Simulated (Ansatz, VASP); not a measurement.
## One calculation of GdTiO, two programs

File INCAR:

```
ALGO = Normal
EDIFF = 1E-6
EDIFFG = -0.04
ENCUT = 600
GGA = PE
IBRION = 2
ISIF = 3
ISMEAR = 0
ISPIN = 2
LASPH = T
LCHARG = F
LMAXMIX = 6
LORBIT = 11
LREAL = F
LWAVE = F
MAGMOM = 7 1 0
NELM = 150
NSW = 90
PREC = Accurate
SIGMA = 0.1
```

Contents of KPOINTS:

```
k-points
0
Gamma
  6 6 4
```

POSCAR

```
GdTiO
1.0
    3.7953991400      0.0000000000      0.0000000000
   -1.8976995700      3.2869120700      0.0000000000
    0.0000000000      0.0000000000      4.6411554900
Gd Ti O
1 1 1
Direct
    0.0000000000      0.0000000000      0.0000000000
    0.6666666700      0.3333333300      0.5000000000
    0.3333333300      0.6666666700      0.5000000000
```

Input for Ansatz:

```yaml
crystal:
  lattice:
    - [3.79539914, 0.0, 0.0]
    - [-1.89769957, 3.28691207, 0.0]
    - [0.0, 0.0, 4.64115549]
  atoms:
    - { symbol: Gd, position: [0.0, 0.0, 0.0], spin: 7.0 }
    - { symbol: Ti, position: [0.66666667, 0.33333333, 0.5], spin: 1.0 }
    - { symbol: O, position: [0.33333333, 0.66666667, 0.5] }
basis:
  ecutwfc: 420
kpoints:
  mp_grid: { grid: [6, 6, 4] }
hamiltonian:
  xc: pbe
scf:
  occupations: { method: gaussian, width: 0.1 }
  lower_state_search: "off"
output:
  forces: true
  stress: true
  eigenvalues: true
  populations: true
magnetization:
  spin_polarized: true
relax:
  adjacent_minimum: "off"
  f_tol: 0.04
  max_steps: 70
  cell: { stress_tol: 0.4 }
```

Change from the starting cell: species swapped into the BaGaSi type (P-6m2, No. 187).

Alike in both runs: task relaxation of cell and atoms; functional PBE; k mesh 6 × 6 × 4; occupations gaussian, width 0.1 eV; collinear spin.

|  | VASP | Ansatz |
| --- | --- | --- |
| version | VASP 6.6.1 | Ansatz 0.2.0 |
| potentials or method | VASP PAW PBE potentials, release 64 (Gd, Ti_sv, O), cutoff 600 eV | scalar-relativistic, plane waves, PAW |
| valence electrons in the cell | 36 | 36 |

|  | VASP | Ansatz | Ansatz less VASP |
| --- | --- | --- | --- |
| gap on the k mesh at the Fermi level, each at its own relaxed structure (eV) | none | none | - |
| net moment per atom (μB) | 2.32 | 2.62 | +0.300 |
| size of the moment on the site where the two differ most (μB) | 6.89 | 7.28 | +0.390 |
| relaxed volume (Å³/atom) | 19.30 | 19.61 | +0.314 |
| relaxed length of the cell vector where the two differ most in proportion (Å) | 5.906 | 6.015 | +0.1090 |

The net moments are unlike, so the other rows may belong to different states. Site moments also hang on the region over which each program counts them. A gap of «none» marks a metal or a gap that the smearing closes.

Spin-orbit coupling is off throughout.
